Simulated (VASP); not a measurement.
## Ge: single point with PBE

Ge:

```xyz
14
Lattice="6.6784 0.0216 -0.1503 0.0216 7.0326 -0.1692 -0.1503 -0.1692 6.8753" Properties=species:S:1:pos:R:3 pbc="T T T"
Ge    0.9946    5.7855    5.9789
Ge    3.3968    1.1918    5.6703
Ge    4.5460    6.2046    4.3930
Ge   -0.2649    0.9157    3.5764
Ge    2.3854    0.4608    0.9323
Ge    5.9906    1.2569    6.0497
Ge    0.2275    3.4651    5.0297
Ge    6.5507    4.0722    2.3490
Ge    2.6980    3.3232    4.1698
Ge    1.0766    2.7201    0.8906
Ge    1.8086    6.1200    3.5445
Ge    3.7454    5.0653    2.1437
Ge    4.3377    2.3415    2.0827
Ge    5.1640    5.9291   -0.0842
```

| Property | Result |
| --- | --- |
| Program | VASP 6.6.1 |
| Task | single point |
| Functional | PBE |
| Potentials or basis | VASP PAW PBE potentials, release 64 (Ge_d) |
| Cutoff | 410 eV |
| k mesh | 1 × 1 × 1, shifted |
| Occupations | fermi-dirac, width 0.05 eV |
| Spin | no spin polarisation |
| Dipole correction | no |
| Mended | yes |
| Further INCAR settings | ALGO = Normal; EDIFF = 1e-06; NBANDS = 111; ISYM = -1 |

The pressure is -1.6 GPa. The largest force is 1.148 eV/Å.

Forces on the atoms (eV/Å):
```
Ge  -0.497 -0.396  0.316
Ge   0.012  0.088 -0.243
Ge   0.055 -0.002 -1.147
Ge  -0.248 -0.042  0.138
Ge   0.978  0.052  0.268
Ge  -0.384  0.006 -0.071
Ge  -0.294  0.193  0.423
Ge  -0.831 -0.016  0.488
Ge   0.873  0.216 -0.159
Ge   0.165 -0.509 -0.737
Ge  -0.155  0.178  0.151
Ge  -0.436  0.256 -0.116
Ge   0.379 -0.171  0.380
Ge   0.383  0.146  0.308
```

Stress tensor (GPa, compression positive):
```
-0.95  1.17  0.41
 1.17 -0.66  3.54
 0.41  3.54 -3.31
```

Levels at points of the mesh, in eV from the Fermi level:
```csv
k point,band 96,band 97,band 98,band 99,band 100,band 101
"(0.25, 0.25, 0.25)",-0.80,-0.64,-0.28,0.28,0.63,0.85
```

Run time: 95 s on 1 thread of Intel(R) Xeon(R) Platinum 8259CL CPU @ 2.50GHz (Skylake/Cascade Lake), with other jobs on the host, peak memory 0.3 GiB.

Caveat: the atoms stand as in a frame of molecular dynamics.
